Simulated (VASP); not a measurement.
A run of VASP 6.6.1 is set up as follows.

Contents of INCAR:

```
SYSTEM = KNaCl2
PREC = Accurate
ENCUT = 520
EDIFF = 1E-6
ISMEAR = -1
SIGMA = 0.35
LREAL = .False.
LASPH = .True.
NELM = 100
ALGO = Normal
ISIF = 2
LWAVE = .False.
LCHARG = .True.
GGA = PS
LELF = .True.
LVHAR = .True.
NBANDS = 23
```

Contents of KPOINTS:

```
regular mesh
0
Gamma
  6 6 6
  0 0 0
```

Contents of POSCAR:

```
KNaCl2
1.0
    2.2457191291      1.2965665437      5.9504071192
   -2.2457191291      1.2965665437      5.9504071192
    0.0000000000     -2.5931330875      5.9504071192
K Na Cl
1 1 2
Direct
    0.5000000000      0.5000000000      0.5000000000
    0.0000000000      0.0000000000      0.0000000000
    0.7412724837      0.7412724837      0.7412724837
    0.2587275163      0.2587275163      0.2587275163
```

Potentials or basis: VASP PAW PBE potentials, release 64 (K_sv, Na_pv, Cl).

The run is started by

```sh
$ cat potpaw_PBE.64/K_sv/POTCAR potpaw_PBE.64/Na_pv/POTCAR potpaw_PBE.64/Cl/POTCAR > POTCAR
$ mpirun -np 1 vasp_std > vasp.out
```

Task: Estimate the largest force.

Result: 0.022 eV/Å.

Task: Predict the pressure.

Result: -0.2 GPa.

Stress tensor (GPa, compression positive):
```
-0.97  0.00  0.00
 0.00 -0.97  0.00
 0.00  0.00  1.38
```

Caveat: so wide a smearing shifts energies and pressures; the PAW data sets were made with another functional, which shifts forces and pressure a little.
